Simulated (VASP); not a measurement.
Al7Ru9 (a cell with a defect): single point with PBE

The system is Al7Ru9 (a cell with a defect).

```
Ru Al
1.0
     5.98320    0.00000    0.00000
     0.00000    5.98320    0.00000
     0.00000    0.00000    5.98320
Ru Al
9 7
Direct
  0.00000 0.00000 0.00000
  0.25000 0.25000 0.25000
  0.25000 0.25000 0.75000
  0.25000 0.75000 0.25000
  0.25000 0.75000 0.75000
  0.75000 0.25000 0.25000
  0.75000 0.25000 0.75000
  0.75000 0.75000 0.25000
  0.75000 0.75000 0.75000
  0.00000 0.00000 0.50000
  0.00000 0.50000 0.00000
  0.00000 0.50000 0.50000
  0.50000 0.00000 0.00000
  0.50000 0.00000 0.50000
  0.50000 0.50000 0.00000
  0.50000 0.50000 0.50000
```

```json
{"Program": "VASP 6.6.1", "Task": "single point", "Functional": "PBE", "Potentials or basis": "VASP PAW PBE potentials, release 64 (Ru_pv, Al)", "Cutoff": "400 eV", "k mesh": "2 × 2 × 2", "Occupations": "fermi-dirac, width 0.15 eV", "Spin": "no spin polarisation"}
```

The pressure is 2.1 GPa, the largest force is 0.489 eV/Å and the band gap on the k mesh is zero (an odd number of electrons rules out a gap without spin polarisation).

Forces in eV/Å, atoms in the order of the input:
```
Ru   0.000  0.000  0.000
Ru   0.282  0.282  0.282
Ru   0.282  0.282 -0.282
Ru   0.282 -0.282  0.282
Ru   0.282 -0.282 -0.282
Ru  -0.282  0.282  0.282
Ru  -0.282  0.282 -0.282
Ru  -0.282 -0.282  0.282
Ru  -0.282 -0.282 -0.282
Al   0.000  0.000  0.000
Al   0.000  0.000  0.000
Al   0.000  0.000  0.000
Al   0.000  0.000  0.000
Al   0.000  0.000  0.000
Al   0.000  0.000  0.000
Al   0.000  0.000  0.000
```

Levels at points of the mesh, in eV from the Fermi level:
| k point | band 71 | band 72 | band 73 | band 74 | band 75 | band 76 |
| --- | --- | --- | --- | --- | --- | --- |
| (0.00, 0.00, 0.00) | -0.54 | -0.09 | 0.03 | 0.03 | 0.49 | 0.49 |
| (0.50, 0.00, 0.00) | -0.64 | -0.46 | -0.21 | -0.13 | 0.36 | 1.15 |
| (0.50, 0.50, 0.00) | -0.93 | -0.92 | -0.45 | 0.20 | 0.51 | 0.51 |
| (0.50, 0.50, 0.50) | -1.67 | -1.67 | -1.47 | -1.47 | -1.47 | 0.31 |

It took 60 s on 1 thread of Intel(R) Xeon(R) Platinum 8375C CPU @ 2.90GHz (Ice Lake), with other jobs on the host, peak memory 0.25 GiB.

Caveat: the k points lie up to 0.53 Å⁻¹ apart, too coarse for converged energies and pressures of a metal.
